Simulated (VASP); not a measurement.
# BN (Cc) in VASP: further runs, part 2 of 2

VASP 6.6.1. Earlier steps stand in the parts before.

## 4. Single point, PBE (strain +0.0225 x Voigt [0, 0, 0, 0, 1, 0])

INCAR reads:

```
SYSTEM = BN
PREC     = Accurate       ! precision mode
ENCUT    = 520            ! plane-wave cutoff, eV
EDIFF    = 1E-7           ! SCF threshold, eV
ISMEAR   = 0              ! smearing method
SIGMA    = 0.05           ! smearing width, eV
LREAL    = .False.        ! projectors in reciprocal space
LASPH    = .True.         ! aspherical terms in the spheres
NELM     = 60             ! most SCF steps
ALGO     = Normal         ! electronic algorithm
ISIF     = 2              ! what is computed and relaxed
LWAVE    = .False.        ! write WAVECAR
LCHARG   = .False.        ! write CHGCAR
GGA      = PE             ! functional
NBANDS   = 16             ! bands
```

KPOINTS reads:

```
Automatic mesh
0
Gamma
  12 12 6
  0 0 0
```

POSCAR reads:

```
BN
1.0
    2.5545800962      0.0000000000      0.0287390261
   -1.2772900481      2.2123312593     -0.0143695130
    0.0475257885      0.0000000000      4.2245145363
B N
2 2
Direct
    0.6666666667      0.3333333333      0.9998058548
    0.3333333333      0.6666666667      0.4998058548
    0.6666666667      0.3333333333      0.6251941452
    0.3333333333      0.6666666667      0.1251941452
```

Launch:

```bash
> cat potpaw_PBE.64/B/POTCAR potpaw_PBE.64/N/POTCAR > POTCAR
> mpirun -np 1 vasp_std > vasp.out
```

Wall time 49 s (1 thread of Intel Xeon Platinum 8375C at 2.90GHz (Ice Lake), shared host); peak memory 0.19 GiB.

The run converged. Its results:

```yaml
Free_energy: -34.8201 eV
Pressure: 0.3 GPa
Largest_force: 0.055 eV/Å
Band_gap_on_the_k_mesh: 5.19 eV, indirect (least direct gap 8.21 eV)
```

Forces on the atoms (eV/Å):
```
B    0.053 -0.006 -0.004
B    0.053  0.006 -0.004
N   -0.053 -0.011  0.004
N   -0.053  0.011  0.004
```

Stress tensor (GPa, compression positive):
```
 0.30  0.00 -7.51
 0.00  0.30  0.00
-7.51  0.00  0.35
```

Levels at points of the mesh, in eV from the valence-band top:
| k point | band 6 | band 7 | band 8 | band 9 | band 10 | band 11 |
| --- | --- | --- | --- | --- | --- | --- |
| (0.00, 0.00, 0.00) | -0.31 | -0.03 | 0.00 | 8.27 | 8.30 | 8.55 |
| (0.50, 0.00, 0.00) | -4.96 | -4.38 | -2.12 | 6.65 | 7.91 | 10.48 |
| (0.00, 0.50, 0.00) | -4.96 | -4.39 | -2.12 | 6.65 | 7.91 | 10.34 |
| (0.00, 0.00, 0.50) | -1.30 | -1.09 | -1.09 | 9.34 | 9.34 | 9.75 |
| (0.50, 0.00, 0.50) | -3.75 | -3.72 | -3.37 | 6.37 | 6.68 | 9.72 |
| (0.00, 0.50, 0.50) | -3.76 | -3.56 | -3.56 | 6.53 | 6.53 | 9.95 |

Caveat: the cell differs from its parent crystal (strain +0.0225 x Voigt [0, 0, 0, 0, 1, 0]). A k mesh can miss the band edges.

## 5. Single point, PBE (strain +0.0075 x Voigt [0, 0, 0, 0, 1, 0])

INCAR reads:

```
SYSTEM = BN
PREC = Accurate ; ENCUT = 520
EDIFF = 1E-6 ; ISMEAR = 0
SIGMA = 0.05 ; LREAL = .False.
LASPH = .True. ; NELM = 100
ALGO = Normal ; ISIF = 2
LWAVE = .False. ; LCHARG = .False.
GGA = PE ; NBANDS = 16
```

KPOINTS is that of step 4.

POSCAR reads:

```
BN
1.0
    2.5545800962      0.0000000000      0.0095796754
   -1.2772900481      2.2123312593     -0.0047898377
    0.0158419295      0.0000000000      4.2245145363
B N
2 2
Direct
    0.6666666667      0.3333333333      0.9998058548
    0.3333333333      0.6666666667      0.4998058548
    0.6666666667      0.3333333333      0.6251941452
    0.3333333333      0.6666666667      0.1251941452
```

Potentials or basis: VASP PAW PBE potentials, release 64 (B, N).

Launch:

```bash
> cat potpaw_PBE.64/B/POTCAR potpaw_PBE.64/N/POTCAR > POTCAR
> mpirun -np 1 vasp_std > vasp.out
```

OUTCAR:

```text
SYSTEM = BN
   PREC = Accurate
   ENCUT = 520
   EDIFF = 1E-6
   ISMEAR = 0
   LREAL = .False.
   LASPH = .True.
   NELM = 100
   ISIF = 2
   GGA = PE

 ion  position               nearest neighbor table
   1  0.667  0.333  1.000-   4 1.56   4 1.57   4 1.57   3 1.58
   2  0.333  0.667  0.500-   3 1.56   3 1.57   3 1.57   4 1.58
   3  0.667  0.333  0.625-   2 1.56   2 1.57   2 1.57   1 1.58
   4  0.333  0.667  0.125-   1 1.56   1 1.57   1 1.57   2 1.58

  LATTYP: Found a base centered monoclinic cell.
 ALAT       =     2.5545980580
 B/A-ratio  =     1.7320386292
 C/A-ratio  =     1.6537021261
 COS(beta)  =    -0.0074998945

  Lattice vectors:

 A1 = (  -1.2772900481,   2.2123312593,  -0.0047898377)
 A2 = (  -1.2772900481,  -2.2123312593,  -0.0047898377)
 A3 = (   0.0158419295,   0.0000000000,   4.2245145363)

Analysis of symmetry for initial positions (statically):
=====================================================================
 Subroutine PRICEL returns:
 Original cell was already a primitive cell.

 Routine SETGRP: Setting up the symmetry group for a
 base centered monoclinic supercell.

 Subroutine GETGRP returns: Found  2 space group operations
 (whereof  1 operations were pure point group operations)
[... 176 lines left out ...]

 k-point     1 :       0.0000    0.0000    0.0000
  band No.  band energies     occupation
      1     -12.8569      2.00000
      2      -8.7491      2.00000
      3      -3.3901      2.00000
      4       5.3253      2.00000
      5       5.3255      2.00000
      6       7.1637      2.00000
[... 433 lines left out ...]
      3      -1.7429      2.00000
      4       0.0150      2.00000
      5       0.9593      2.00000
      6       1.0067      2.00000
[... 8 lines left out ...]
     15      23.2304      0.00000
     16      24.4172      0.00000

 [... further k-points ...]

------------------------ aborting loop because EDIFF is reached ----------------------------------------

  FORCE on cell =-STRESS in cart. coord.  units (eV):
  Direction    XX          YY          ZZ          XY          YZ          ZX
  --------------------------------------------------------------------------------------
  -------------------------------------------------------------------------------------
  Total        0.0352864      0.0353199      0.0336619      0.0000000      0.0000000     -0.3732175
  in kB        2.3679792      2.3702252      2.2589633      0.0000000      0.0000000    -25.0456406
  external PRESSURE =       2.3323893 kB  Pullay stress =       0.0000000 kB

 VOLUME and BASIS-vectors are now :
 -----------------------------------------------------------------------------
  energy-cutoff  :      520.00
  volume of cell :       23.87
      direct lattice vectors                 reciprocal lattice vectors
     2.554580096  0.000000000  0.009579675     0.391459271  0.226005937 -0.001467972
    -1.277290048  2.212331259 -0.004789838     0.000000000  0.452011875  0.000000000
     0.015841930  0.000000000  4.224514536    -0.000887688  0.000000000  0.236716918

 POSITION                                       TOTAL-FORCE (eV/Angst)
 -----------------------------------------------------------------------------------
      1.29313      0.73744      4.22848         0.017701     -0.000710     -0.001390
      0.00792      1.47489      2.11144         0.017701      0.000710     -0.001390
      1.28719      0.73744      2.64593        -0.017701     -0.001262      0.001390
      0.00198      1.47489      0.52888        -0.017701      0.001262      0.001390
 -----------------------------------------------------------------------------------
    total drift:                               -0.000035     -0.000000      0.000171

  FREE ENERGIE OF THE ION-ELECTRON SYSTEM (eV)
  ---------------------------------------------------
  free  energy   TOTEN  =       -34.8313362238 eV

  energy  without entropy=      -34.8313362238  energy(sigma->0) =      -34.83133622
```

OSZICAR:

```text
N       E                     dE             d eps       ncg     rms          rms(c)
DAV:   1     0.372892316875E+02    0.37289E+02   -0.82862E+03  7760   0.970E+02
DAV:   2    -0.344773536935E+02   -0.71767E+02   -0.67422E+02 11064   0.228E+02
DAV:   3    -0.367379666526E+02   -0.22606E+01   -0.22557E+01  8888   0.369E+01
DAV:   4    -0.367434810468E+02   -0.55144E-02   -0.55139E-02  9416   0.209E+00
DAV:   5    -0.367434962815E+02   -0.15235E-04   -0.15235E-04  8632   0.102E-01    0.941E+00
DAV:   6    -0.349895848582E+02    0.17539E+01   -0.22235E+00  9768   0.136E+01    0.446E+00
DAV:   7    -0.348592089296E+02    0.13038E+00   -0.31405E-01  9800   0.451E+00    0.273E+00
DAV:   8    -0.348322771416E+02    0.26932E-01   -0.52991E-02  9176   0.186E+00    0.257E-01
DAV:   9    -0.348310508847E+02    0.12263E-02   -0.18944E-03  9024   0.519E-01    0.132E-01
DAV:  10    -0.348313279030E+02   -0.27702E-03   -0.49077E-04  9176   0.173E-01    0.254E-02
DAV:  11    -0.348313351203E+02   -0.72173E-05   -0.32050E-05  9640   0.551E-02    0.148E-02
DAV:  12    -0.348313361354E+02   -0.10151E-05   -0.57213E-06  9280   0.237E-02    0.202E-03
DAV:  13    -0.348313362238E+02   -0.88374E-07   -0.16202E-07  3872   0.398E-03
   1 F= -.34831336E+02 E0= -.34831336E+02  d E =-.114684E-12
```

Wall time 49 s (1 thread of Intel Xeon Platinum 8375C at 2.90GHz (Ice Lake), shared host); peak memory 0.19 GiB.

What came out:

* Free energy: -34.8313 eV
* Pressure: 0.2 GPa
* Largest force: 0.018 eV/Å
* Band gap on the k mesh: 5.21 eV, indirect (least direct gap 8.23 eV)

Forces in eV/Å, atoms in the order of the input:
```
B    0.018 -0.001 -0.001
B    0.018  0.001 -0.001
N   -0.018 -0.001  0.001
N   -0.018  0.001  0.001
```

Caveat: the cell differs from its parent crystal (strain +0.0075 x Voigt [0, 0, 0, 0, 1, 0]). A k mesh can miss the band edges.

## 6. Summary

```csv
cell,gap on the mesh (eV),pressure (GPa),largest force (eV/Å)
"a = 2.555, b = 2.555, c = 4.225 Å, angles 90.4, 89.1, 120.0°, 4 atoms",5.20,0.3,0.04
"a = 2.555, b = 2.555, c = 4.225 Å, angles 91.1, 87.9, 120.0°, 4 atoms",5.16,0.5,0.09
"a = 2.555, b = 2.555, c = 4.225 Å, angles 90.6, 88.7, 120.0°, 4 atoms",5.19,0.3,0.05
"a = 2.555, b = 2.555, c = 4.225 Å, angles 90.2, 89.6, 120.0°, 4 atoms",5.21,0.2,0.02
```

Alike in all rows: task single point; level PBE; potentials or basis VASP PAW PBE potentials, release 64 (B, N); no spin polarisation; k mesh 12 × 12 × 6; cutoff (eV) 520; smearing gaussian 0.05 eV.

Absolute energies hang on the potentials; compare differences alone.
